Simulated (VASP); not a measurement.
# Zn (P6_3/mmc) in VASP: a series of runs

Zn is run at these levels: PBE; tasks: relaxation of shape and atoms at fixed volume.

All numbers are computed with VASP 6.6.1; they aren't measurements. Logs are shortened: lines on timing, memory, paths and dates and some standing lists are left out, and cuts for length are marked.

## (1) The cell of the first run

Symmetry: P6_3/mmc, No. 194, hexagonal system. Conventional cell: a = 2.595 Å, b = 2.595 Å, c = 4.785 Å, α = 90.00°, β = 90.00°, γ = 120.00°. Within 3.4 Å of Zn (site symmetry -6m2) lie 12 Zn at 2.60 to 2.82 Å.

## (2) Relaxation of shape and atoms at fixed volume, PBE (13.96 Å³/atom)

INCAR reads:

```
SYSTEM = Zn
  PREC = Accurate
  ENCUT = 600
  EDIFF = 1E-7
  ISMEAR = 0
  SIGMA = 0.1
  LREAL = .FALSE.
  LASPH = .TRUE.
  NELM = 60
  ALGO = Fast
  ISIF = 4
  LWAVE = .FALSE.
  LCHARG = .FALSE.
  GGA = PE
  IBRION = 2
  NSW = 50
  EDIFFG = -0.01
```

KPOINTS reads:

```
Automatic mesh
0
G
  18 18 8
  0 0 0
```

POSCAR reads:

```
Zn
1.0
    2.5954972124      0.0000000000      0.0000000000
   -1.2977486062      2.2477665214      0.0000000000
    0.0000000000      0.0000000000      4.7849798341
Zn
2
Direct
    0.3333333333      0.6666666667      0.2500000000
    0.6666666667      0.3333333333      0.7500000000
```

Potentials or basis: VASP PAW PBE potentials, release 64 (Zn).

Run with:

```console
$ cat potpaw_PBE.64/Zn/POTCAR > POTCAR
$ mpirun -np 1 vasp_std > vasp.out
```

OUTCAR:

```text
SYSTEM = Zn
   PREC = Accurate
   ENCUT = 600
   EDIFF = 1E-7
   ISMEAR = 0
   LREAL = .FALSE.
   LASPH = .TRUE.
   NELM = 60
   ISIF = 4
   GGA = PE
   IBRION = 2
   NSW = 50
   EDIFFG = -0.01

 ion  position               nearest neighbor table
   1  0.333  0.667  0.250-   2 2.82   2 2.82   2 2.82   2 2.82   2 2.82   2 2.82
   2  0.667  0.333  0.750-   1 2.82   1 2.82   1 2.82   1 2.82   1 2.82   1 2.82

  LATTYP: Found a hexagonal cell.
 ALAT       =     2.5954972124
 C/A-ratio  =     1.8435696294

  Lattice vectors:

 A1 = (   2.5954972124,   0.0000000000,   0.0000000000)
 A2 = (  -1.2977486062,   2.2477665214,   0.0000000000)
 A3 = (   0.0000000000,   0.0000000000,   4.7849798341)

Analysis of symmetry for initial positions (statically):
=====================================================================
 Subroutine PRICEL returns:
 Original cell was already a primitive cell.

 Routine SETGRP: Setting up the symmetry group for a
 hexagonal supercell.

 Subroutine GETGRP returns: Found 24 space group operations
 (whereof 12 operations were pure point group operations)
 out of a pool of 24 trial point group operations.

The static configuration has the point symmetry D_3d.
 The point group associated with its full space group is D_6h.

Analysis of symmetry for dynamics (positions and initial velocities):
=====================================================================
 Subroutine PRICEL returns:
 Original cell was already a primitive cell.

 Routine SETGRP: Setting up the symmetry group for a
 hexagonal supercell.

 Subroutine GETGRP returns: Found 24 space group operations
 (whereof 12 operations were pure point group operations)
 out of a pool of 24 trial point group operations.

The dynamic configuration has the point symmetry D_3d.
 The point group associated with its full space group is D_6h.

 Subroutine INISYM returns: Found 24 space group operations
 (whereof 12 operations are pure point group operations),
 and found     1 'primitive' translations

----------------------------------------------------------------------------------------

                                     Primitive cell

  volume of cell :      27.9159

  direct lattice vectors                    reciprocal lattice vectors
[... 97 lines left out ...]
   PSTRESS=    0.0 pullay stress
   NELECT =      24.0000    total number of electrons
   NUPDOWN=      -1.0000    fix difference up-down
   EMIN   =  10.00;   EMAX   =-10.00  energy-range for DOS
   EFERMI =   0.00;   METHOD = LEGACY
   ISMEAR =     0;   SIGMA  =   0.10  broadening in eV -4-tet -1-fermi 0-gaus
   EFERMI_NEDOS =   21; number of points for ismear=-14 and -15
   IALGO  =     68    algorithm
   IMIX   =      4    mixing-type and parameters
     AMIX     =   0.40;   BMIX     =  1.00
     AMIX_MAG =   1.60;   BMIX_MAG =  1.00
  volume/ion in A,a.u.               =      13.96        94.19
  Fermi-wavevector in a.u.,A,eV,Ry     =   1.556663  2.941667 32.969636  2.423200
  Thomas-Fermi vector in A             =   2.660426
   LORBIT       =      0    0 simple, 1 ext, 2 COOP (PROOUT), +10 PAW based schemes
   GGA     = PE    functional components
   LHFCALC =     F    Hartree Fock is set to
   AEXX    =    0.0000 exact exchange contribution
   IVDW    =     0    specifies the selected vdW correction
   LEPSILON=     F    determine dielectric tensor
   LRPA    =     F    only Hartree local field effects (RPA)
 conjugate gradient relaxation of ions
 non-spin polarized calculation
 RMM-DIIS sequential band-by-band and
 Gauss-broadening in eV      SIGMA  =   0.10
  energy-cutoff  :      600.00
  volume of cell :       27.92
 maximum number of plane-waves:       949
 NGX is ok and might be reduce to    24
   NGX = 11   NGY = 11   NGZ = 19

--------------------------------------- Ionic step        1  -------------------------------------------

 number of electron      23.9999996 magnetization

 Free energy of the ion-electron system (eV)
  ---------------------------------------------------
  ext. energy  EPLUGINS =         0.00000000
  ---------------------------------------------------
  free energy    TOTEN  =        -2.16030539 eV

  energy without entropy =       -2.15792073  energy(sigma->0) =       -2.15911306

------------------------ aborting loop because EDIFF is reached ----------------------------------------

  FORCE on cell =-STRESS in cart. coord.  units (eV):
  Direction    XX          YY          ZZ          XY          YZ          ZX
  --------------------------------------------------------------------------------------
  -------------------------------------------------------------------------------------
  Total        1.4108148      1.4108148      1.1988693     -0.0000000      0.0000000      0.0000000
  in kB       80.9708554     80.9708554     68.8066686     -0.0000000      0.0000000      0.0000000
  external PRESSURE =      76.9161265 kB  Pullay stress =       0.0000000 kB
[... 95 lines left out ...]
--------------------------------------- Ionic step        4  -------------------------------------------

 number of electron      24.0000012 magnetization

 Free energy of the ion-electron system (eV)
  ---------------------------------------------------
  ext. energy  EPLUGINS =         0.00000000
  ---------------------------------------------------
  free energy    TOTEN  =        -2.16155408 eV

  energy without entropy =       -2.15971220  energy(sigma->0) =       -2.16063314

 E-fermi :   3.8737     XC(G=0): -12.0123

 val. band max:        3.8356122376   @ k =   0.3333   0.2778   0.1250
 cond. band min:       3.8784108825   @ k =   0.3889  -0.0000   0.0000
 fundamental gap:      0.0427986449
 Fermi energy:         3.8736796053

 k-point     1 :       0.0000    0.0000    0.0000
  band No.  band energies     occupation
      1      -7.3515      2.00000
      2      -5.2228      2.00000
      3      -4.3947      2.00000
      4      -4.1585      2.00000
      5      -4.1585      2.00000
      6      -4.0925      2.00000
[... 433 lines left out ...]
      3      -4.7082      2.00000
      4      -4.1539      2.00000
      5      -4.0507      2.00000
      6      -4.0094      2.00000
[... 8 lines left out ...]
     15       9.8336      0.00000
     16      10.8694      0.00000

 [... further k-points ...]

------------------------ aborting loop because EDIFF is reached ----------------------------------------

  FORCE on cell =-STRESS in cart. coord.  units (eV):
  Direction    XX          YY          ZZ          XY          YZ          ZX
  --------------------------------------------------------------------------------------
  -------------------------------------------------------------------------------------
  Total        1.2744617      1.2744617      1.2857979      0.0000000      0.0000000      0.0000000
  in kB       73.1451410     73.1451410     73.7957625      0.0000000      0.0000000      0.0000000
  external PRESSURE =      73.3620148 kB  Pullay stress =       0.0000000 kB
[... 17 lines left out ...]
  FREE ENERGIE OF THE ION-ELECTRON SYSTEM (eV)
  ---------------------------------------------------
  free  energy   TOTEN  =        -2.1615540824 eV

  energy  without entropy=       -2.1597122003  energy(sigma->0) =       -2.16063314

 reached required accuracy - stopping structural energy minimisation
```

CONTCAR:

```text
Zn
   1.00000000000000
     2.6084824688978205    0.0000000000000000    0.0000000000000000
    -1.3042412344489103    2.2590120834037886   -0.0000000000000000
     0.0000000000000000    0.0000000000000000    4.7374583065616482
  Zn
     2
Direct
     0.3333333332999970    0.6666666667000030    0.2500000000000000
     0.6666666667000030    0.3333333332999970    0.7500000000000000

  0.00000000E+00  0.00000000E+00  0.00000000E+00
  0.00000000E+00  0.00000000E+00  0.00000000E+00
```

Wall time 81 s (1 thread of Intel Xeon 6975P-C (Granite Rapids), shared host); peak memory 0.22 GiB.

Results:

| Item | Value |
| --- | --- |
| Free energy | -2.1616 eV |
| Energy gained by relaxing | 0.6 meV/atom |
| Ionic steps | 4 |
| Pressure after relaxing | 7.3 GPa |
| Band gap on the k mesh | zero (bands 12 and 13 overlap by 4.26 eV) |

Step by step:
```
step  energy change (eV)  largest force (eV/Å)  pressure (GPa)  volume (Å³)
   1              0.0000                0.0000            7.69        27.92
   2             -0.0007                0.0000            7.54        27.92
   3             -0.0010                0.0000            7.31        27.92
   4             -0.0012                0.0000            7.34        27.92
```

Final structure:
```
CELL_PARAMETERS angstrom
2.60848 0.00000 0.00000
-1.30424 2.25901 0.00000
0.00000 0.00000 4.73746
ATOMIC_POSITIONS crystal
Zn 0.33333 0.66667 0.25000
Zn 0.66667 0.33333 0.75000
```

## (3) Relaxation of shape and atoms at fixed volume, PBE (14.42 Å³/atom)

This run uses another cell than the first one, of 14.42 Å³/atom.

INCAR reads:

```
SYSTEM = Zn
ALGO = Normal
EDIFF = 1E-6
EDIFFG = -0.01
ENCUT = 600
GGA = PE
IBRION = 2
ISIF = 4
ISMEAR = 0
LASPH = .True.
LCHARG = .False.
LREAL = .False.
LWAVE = .False.
NELM = 80
NSW = 50
PREC = Accurate
SIGMA = 0.1
```

KPOINTS reads:

```
k-points
0
Gamma
  18 18 8
  0 0 0
```

POSCAR reads:

```
Zn
1.0
    2.5922763106      0.0000000000      0.0000000000
   -1.2961381553      2.2449771386      0.0000000000
    0.0000000000      0.0000000000      4.9550167223
Zn
2
Direct
    0.3333333333      0.6666666667      0.2500000000
    0.6666666667      0.3333333333      0.7500000000
```

Potentials or basis: VASP PAW PBE potentials, release 64 (Zn).

Run with:

```console
$ cat potpaw_PBE.64/Zn/POTCAR > POTCAR
$ mpirun -np 1 vasp_std > vasp.out
```

Wall time 97 s (1 thread of Intel Xeon 6975P-C (Granite Rapids), shared host); peak memory 0.22 GiB.

Results (log left out):

- Free energy: -2.1948 eV
- Energy gained by relaxing: 1.8 meV/atom
- Ionic steps: 6
- Pressure after relaxing: 4.3 GPa
- Band gap on the k mesh: zero (bands 12 and 13 overlap by 4.50 eV)

Stress tensor (GPa, compression positive):
```
4.34 0.00 0.00
0.00 4.34 0.00
0.00 0.00 4.25
```

The path:
```tsv
step	energy change (eV)	largest force (eV/Å)	pressure (GPa)	volume (Å³)
1	0.0000	0.0000	5.30	28.84
2	-0.0015	0.0000	5.19	28.84
3	-0.0029	0.0000	4.62	28.84
4	-0.0033	0.0000	3.98	28.84
5	-0.0036	0.0000	4.36	28.84
6	-0.0037	0.0000	4.31	28.84
```

Final structure:
```
CELL_PARAMETERS angstrom
2.62562 0.00000 0.00000
-1.31281 2.27385 0.00000
0.00000 0.00000 4.82997
ATOMIC_POSITIONS crystal
Zn 0.33333 0.66667 0.25000
Zn 0.66667 0.33333 0.75000
```

Levels at points of the mesh, in eV from the Fermi level:
```
           k point  band 8  band 9  band 10  band 11  band 12  band 13  band 14  band 15  band 16
(0.00, 0.00, 0.00)   -7.57   -7.57    -7.33    -7.33    -4.01    -3.04    14.28    17.80    17.91
(0.50, 0.00, 0.00)   -7.34   -7.14    -7.12    -3.19    -2.39     2.68     3.45     4.33     5.70
(0.00, 0.00, 0.50)   -7.96   -7.43    -7.43    -7.43    -7.43     4.79     4.79    19.18    19.18
(0.50, 0.00, 0.50)   -7.35   -7.13    -7.13    -2.19    -2.19     0.06     0.06    10.48    10.48
```

The gap in the log of VASP goes by the Fermi energy; the results here count the filled bands.